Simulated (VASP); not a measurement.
# TiGe2N4 (C2/m) in VASP: single point with PBEsol

Aim: the single point of TiGe2N4 with PBEsol.

Program: VASP 6.6.1. These are calculated values, not measurements. Logs are shortened: lines on timing, memory, paths and dates and some standing lists are left out, and cuts for length are marked.

### 1 The cell of the first run

It takes space group C2/m (No. 12, monoclinic). The conventional cell has a = 10.404 Å, b = 3.020 Å, c = 4.991 Å, α = 90.00°, β = 114.52°, γ = 90.00°. Within 2.7 Å of Ti (site symmetry 2/m) lie 6 N at 2.06 to 2.07 Å. Ge (site symmetry m) has 6 N at 1.86 to 2.40 Å within 2.5 Å. N (site symmetry m) has 3 Ge at 1.86 to 2.40 Å and 2 Ti at 2.07 Å within 2.5 Å. N (site symmetry m) has 3 Ge at 1.90 to 2.05 Å and 1 Ti at 2.06 Å within 2.5 Å.

### 2 Single point, PBEsol

INCAR

```
ALGO = Normal
EDIFF = 1E-6
ENCUT = 600
GGA = PS
GGA_COMPAT = F
ISIF = 2
ISMEAR = -1
LASPH = T
LCHARG = F
LREAL = F
LWAVE = F
NBANDS = 39
NELM = 120
PREC = Accurate
SIGMA = 0.03
```

KPOINTS

```
k-points
0
Gamma
  8 8 4
```

POSCAR

```
TiGe2N4
1.0
    5.2005896182     -1.5098483637      0.1248323032
    5.2005896182      1.5098483637      0.1248323032
   -2.1797264067      0.0000000000      4.4903592818
Ti Ge N
1 2 4
Direct
    0.0000000000      0.0000000000      0.0000000000
    0.2965806175      0.2965806175      0.3112962506
    0.7034193825      0.7034193825      0.6887037494
    0.3710922827      0.3710922827      0.0305325254
    0.6289077173      0.6289077173      0.9694674746
    0.1334477353      0.1334477353      0.4403659629
    0.8665522647      0.8665522647      0.5596340371
```

Potentials or basis: VASP PAW PBE potentials, release 64 (Ti_sv, Ge_d, N).

Started as:

```bash
cat potpaw_PBE.64/Ti_sv/POTCAR potpaw_PBE.64/Ge_d/POTCAR potpaw_PBE.64/N/POTCAR > POTCAR
mpirun -np 1 vasp_std > vasp.out
```

OUTCAR:

```text
EDIFF = 1E-6
   ENCUT = 600
   GGA = PS
   ISIF = 2
   ISMEAR = -1
   LASPH = T
   LREAL = F
   NELM = 120
   PREC = Accurate

 ion  position               nearest neighbor table
   1  0.000  0.000  0.000-   6 2.06   7 2.06   5 2.07   5 2.07   4 2.07   4 2.07   2 2.82   3 2.82

   2  0.297  0.297  0.311-   4 1.86   7 1.90   7 1.90   6 2.05   1 2.82   3 2.88   3 2.88
   3  0.703  0.703  0.689-   5 1.86   6 1.90   6 1.90   7 2.05   1 2.82   2 2.88   2 2.88
   4  0.371  0.371  0.031-   2 1.86   1 2.07   1 2.07
   5  0.629  0.629  0.969-   3 1.86   1 2.07   1 2.07
   6  0.133  0.133  0.440-   3 1.90   3 1.90   2 2.05   1 2.06
   7  0.867  0.867  0.560-   2 1.90   2 1.90   3 2.05   1 2.06

  LATTYP: Found a base centered monoclinic cell.
 ALAT       =    10.4041752159
 B/A-ratio  =     0.2902389343
 C/A-ratio  =     0.4797541322
 COS(beta)  =    -0.4149790369

  Lattice vectors:

 A1 = (   5.2005896182,  -1.5098483637,   0.1248323032)
 A2 = (   5.2005896182,   1.5098483637,   0.1248323032)
 A3 = (  -2.1797264067,   0.0000000000,   4.4903592818)

Analysis of symmetry for initial positions (statically):
=====================================================================
 Subroutine PRICEL returns:
 Original cell was already a primitive cell.

 Routine SETGRP: Setting up the symmetry group for a
 base centered monoclinic supercell.

 Subroutine GETGRP returns: Found  4 space group operations
 (whereof  4 operations were pure point group operations)
 out of a pool of  4 trial point group operations.

The static configuration has the point symmetry C_2h.

Analysis of symmetry for dynamics (positions and initial velocities):
=====================================================================
 Subroutine PRICEL returns:
 Original cell was already a primitive cell.

 Routine SETGRP: Setting up the symmetry group for a
 base centered monoclinic supercell.

 Subroutine GETGRP returns: Found  4 space group operations
 (whereof  4 operations were pure point group operations)
 out of a pool of  4 trial point group operations.

The dynamic configuration has the point symmetry C_2h.

 Subroutine INISYM returns: Found  4 space group operations
 (whereof  4 operations are pure point group operations),
 and found     1 'primitive' translations

----------------------------------------------------------------------------------------

                                     Primitive cell

  volume of cell :      71.3392

  direct lattice vectors                    reciprocal lattice vectors
     5.200589618 -1.509848364  0.124832303     0.095035603 -0.331159083  0.046132525
     5.200589618  1.509848364  0.124832303     0.095035603  0.331159083  0.046132525
    -2.179726407  0.000000000  4.490359282    -0.005283993  0.000000000  0.220134354

  length of vectors
     5.416766338  5.416766338  4.991446052     0.347600797  0.347600797  0.220197762

  position of ions in fractional coordinates (direct lattice)
     0.000000000  0.000000000  0.000000000
     0.296580617  0.296580617  0.311296251
     0.703419383  0.703419383  0.688703749
     0.371092283  0.371092283  0.030532525
     0.628907717  0.628907717  0.969467475
     0.133447735  0.133447735  0.440365963
     0.866552265  0.866552265  0.559634037

  ion indices of the primitive-cell ions
   primitive index   ion index
                 1           1
                 2           2
                 3           3
                 4           4
                 5           5
                 6           6
                 7           7

----------------------------------------------------------------------------------------

 KPOINTS: k-points

Automatic generation of k-mesh.
 Grid dimensions read from file:
 generate k-points for:    8    8    4

 Generating k-lattice:

  Cartesian coordinates                     Fractional coordinates (reciprocal lattice)
     0.011879450 -0.041394885  0.005766566     0.125000000  0.000000000 -0.000000000
     0.011879450  0.041394885  0.005766566     0.000000000  0.125000000 -0.000000000
    -0.001320998  0.000000000  0.055033589    -0.000000000 -0.000000000  0.250000000

  Length of vectors
     0.043450100  0.043450100  0.055049441

  Shift w.r.t. Gamma in fractional coordinates (k-lattice)
     0.000000000  0.000000000  0.000000000

 Subroutine IBZKPT returns following result:
 ===========================================

 Found     78 irreducible k-points:

 Following reciprocal coordinates:
            Coordinates               Weight
  0.000000  0.000000  0.000000      1.000000
  0.125000 -0.000000 -0.000000      4.000000
  0.250000 -0.000000 -0.000000      4.000000
  0.375000 -0.000000 -0.000000      4.000000
  0.500000 -0.000000 -0.000000      2.000000
  0.125000  0.125000 -0.000000      2.000000
[... 16 lines left out ...]
  0.125000 -0.000000  0.250000      4.000000
  0.250000  0.000000  0.250000      4.000000
 [... further k-points ...]
   k-points           NKPTS =     78   k-points in BZ     NKDIM =     78   number of bands    NBANDS=     39
   number of dos      NEDOS =    301   number of ions     NIONS =      7
   total plane-waves  NPLWV =  92160
   dimension x,y,z NGX =    48 NGY =   48 NGZ =   40
   dimension x,y,z NGXF=    96 NGYF=   96 NGZF=   80
   ions per type =               1   2   4
   NGX,Y,Z   is equivalent  to a cutoff of  14.73, 14.73, 13.32 a.u.
   NGXF,Y,Z  is equivalent  to a cutoff of  29.46, 29.46, 26.64 a.u.
 SYSTEM =  unknown system
   PREC   = accura    normal or accurate (medium, high low for compatibility)
   ISTART =      0    job   : 0-new  1-cont  2-samecut
   ICHARG =      2    charge: 1-file 2-atom 10-const
   ISPIN  =      1    spin polarized calculation?
   LNONCOLLINEAR =      F non collinear calculations
   LSORBIT =      F    spin-orbit coupling
   LASPH  =      T    aspherical Exc in radial PAW
   ENCUT  =  600.0 eV  44.10 Ry    6.64 a.u.  10.82 10.82  9.97*2*pi/ulx,y,z
   NELM   =    120;   NELMIN=  2; NELMDL= -5     # of ELM steps
   EDIFF  = 0.1E-05   stopping-criterion for ELM
   LREAL  =      F    real-space projection
   EDIFFG = 0.1E-04   stopping-criterion for IOM
   NSW    =      0    number of steps for IOM
   IBRION =     -1    ionic relax: 0-MD 1-quasi-New 2-CG
   NFREE  =      0    steps in history (QN), initial steepest desc. (CG)
   ISIF   =      2    stress and relaxation
   ISYM   =      2    0-nonsym 1-usesym 2-fastsym
   POTIM  = 0.5000    time-step for ionic-motion
   TEBEG  =    0.0;   TEEND  =   0.0 temperature during run
   PSTRESS=    0.0 pullay stress
   NELECT =      60.0000    total number of electrons
   NUPDOWN=      -1.0000    fix difference up-down
   EMIN   =  10.00;   EMAX   =-10.00  energy-range for DOS
   EFERMI =   0.00;   METHOD = LEGACY
   ISMEAR =    -1;   SIGMA  =   0.03  broadening in eV -4-tet -1-fermi 0-gaus
   EFERMI_NEDOS =   21; number of points for ismear=-14 and -15
   IALGO  =     38    algorithm
   IMIX   =      4    mixing-type and parameters
     AMIX     =   0.40;   BMIX     =  1.00
     AMIX_MAG =   1.60;   BMIX_MAG =  1.00
  volume/ion in A,a.u.               =      10.19        68.77
  Fermi-wavevector in a.u.,A,eV,Ry     =   1.545311  2.920214 32.490521  2.387986
  Thomas-Fermi vector in A             =   2.650708
   LORBIT       =      0    0 simple, 1 ext, 2 COOP (PROOUT), +10 PAW based schemes
   GGA     = PS    functional components
   LHFCALC =     F    Hartree Fock is set to
   AEXX    =    0.0000 exact exchange contribution
   IVDW    =     0    specifies the selected vdW correction
   LEPSILON=     F    determine dielectric tensor
   LRPA    =     F    only Hartree local field effects (RPA)
 non-spin polarized calculation
  energy-cutoff  :      600.00
  volume of cell :       71.34
 maximum number of plane-waves:      2401
 NGX is ok and might be reduce to    48
   NGX = 21   NGY = 21   NGZ = 19

 number of electron      60.0000008 magnetization

 Free energy of the ion-electron system (eV)
  ---------------------------------------------------
  ext. energy  EPLUGINS =         0.00000000
  ---------------------------------------------------
  free energy    TOTEN  =       -55.43257454 eV

  energy without entropy =      -55.43255874  energy(sigma->0) =      -55.43256664

 E-fermi :   7.8274     XC(G=0): -12.4905

 val. band max:        7.6692902761   @ k =   0.0000   0.0000   0.0000
 cond. band min:       7.9916827923   @ k =   0.5000   0.5000  -0.0000
 fundamental gap:      0.3223925162
 Fermi energy:         7.8273892591

 k-point     1 :       0.0000    0.0000    0.0000
  band No.  band energies     occupation
      1     -49.4571      2.00000
      2     -25.8874      2.00000
      3     -25.7750      2.00000
      4     -25.6464      2.00000
      5     -17.0638      2.00000
      6     -16.9881      2.00000
[... 31 lines left out ...]
     38      12.5551      0.00000
     39      14.2347      0.00000

 k-point     2 :       0.1250   -0.0000   -0.0000
  band No.  band energies     occupation
      1     -49.4528      2.00000
      2     -25.8814      2.00000
      3     -25.7681      2.00000
      4     -25.6930      2.00000
      5     -17.0558      2.00000
      6     -16.9835      2.00000
[... 31 lines left out ...]
     38      13.5066      0.00000
     39      14.6568      0.00000

 k-point     3 :       0.2500   -0.0000   -0.0000
  band No.  band energies     occupation
      1     -49.4424      2.00000
      2     -25.8672      2.00000
      3     -25.8042      2.00000
      4     -25.7513      2.00000
      5     -17.0512      2.00000
      6     -17.0005      2.00000
[... 31 lines left out ...]
     38      14.7892      0.00000
     39      15.5064      0.00000

 k-point     4 :       0.3750   -0.0000   -0.0000
  band No.  band energies     occupation
      1     -49.4320      2.00000
      2     -25.9135      2.00000
      3     -25.8534      2.00000
      4     -25.7339      2.00000
      5     -17.0586      2.00000
      6     -17.0343      2.00000
[... 31 lines left out ...]
     38      15.0746      0.00000
     39      16.0431      0.00000
[... 754 lines left out ...]
     38      12.9940      0.00000
     39      14.4413      0.00000

 k-point    23 :       0.1250   -0.0000    0.2500
  band No.  band energies     occupation
      1     -49.4528      2.00000
      2     -25.8821      2.00000
      3     -25.7686      2.00000
      4     -25.6930      2.00000
      5     -17.0525      2.00000
      6     -16.9941      2.00000
[... 31 lines left out ...]
     38      13.5898      0.00000
     39      14.7211      0.00000

 k-point    24 :       0.2500    0.0000    0.2500
  band No.  band energies     occupation
      1     -49.4424      2.00000
      2     -25.8678      2.00000
      3     -25.8041      2.00000
      4     -25.7517      2.00000
      5     -17.0508      2.00000
      6     -17.0143      2.00000
[... 31 lines left out ...]
     38      14.4504      0.00000
     39      15.5968      0.00000

 [... further k-points ...]
[... 5 lines left out ...]
  --------------------------------------------------------------------------------------
  -------------------------------------------------------------------------------------
  Total       -0.0499964     -0.0456556     -0.0759071      0.0000000      0.0000000      0.0221801
  in kB       -1.1228493     -1.0253610     -1.7047669      0.0000000      0.0000000      0.4981334
  external PRESSURE =      -1.2843257 kB  Pullay stress =       0.0000000 kB

 VOLUME and BASIS-vectors are now :
 -----------------------------------------------------------------------------
  energy-cutoff  :      600.00
  volume of cell :       71.34
      direct lattice vectors                 reciprocal lattice vectors
     5.200589618 -1.509848364  0.124832303     0.095035603 -0.331159083  0.046132525
     5.200589618  1.509848364  0.124832303     0.095035603  0.331159083  0.046132525
    -2.179726407  0.000000000  4.490359282    -0.005283993  0.000000000  0.220134354

 POSITION                                       TOTAL-FORCE (eV/Angst)
 -----------------------------------------------------------------------------------
      0.00000      0.00000      0.00000         0.000000      0.000000      0.000000
      2.40625      0.00000      1.47188         0.039192     -0.000000      0.015116
      5.81521      0.00000      3.26815        -0.039192     -0.000000     -0.015116
      3.79324      0.00000      0.22975        -0.037247     -0.000000      0.027522
      4.42821      0.00000      4.51027         0.037247     -0.000000     -0.027522
      0.42814      0.00000      2.01072         0.001628     -0.000000      0.034159
      7.79332      0.00000      2.72931        -0.001628     -0.000000     -0.034159
 -----------------------------------------------------------------------------------
    total drift:                               -0.000000     -0.000000      0.000000

  FREE ENERGIE OF THE ION-ELECTRON SYSTEM (eV)
  ---------------------------------------------------
  free  energy   TOTEN  =       -55.4325745422 eV

  energy  without entropy=      -55.4325587354  energy(sigma->0) =      -55.43256664
```

Wall time 12 min (1 thread of Oxide Virtual Turin-like, shared host); peak memory 0.4 GiB.

What came out:

```yaml
Free_energy: -55.4326 eV
Pressure: -0.1 GPa
Largest_force: 0.046 eV/Å
Band_gap_on_the_k_mesh: 0.32 eV (least direct gap 0.85 eV)
```

Forces on the atoms (eV/Å):
```
Ti   0.000  0.000  0.000
Ge   0.039  0.000  0.015
Ge  -0.039  0.000 -0.015
N   -0.037  0.000  0.028
N    0.037  0.000 -0.028
N    0.002  0.000  0.034
N   -0.002  0.000 -0.034
```

Caveat: the PAW data sets were made with another functional, which shifts forces and pressure a little.
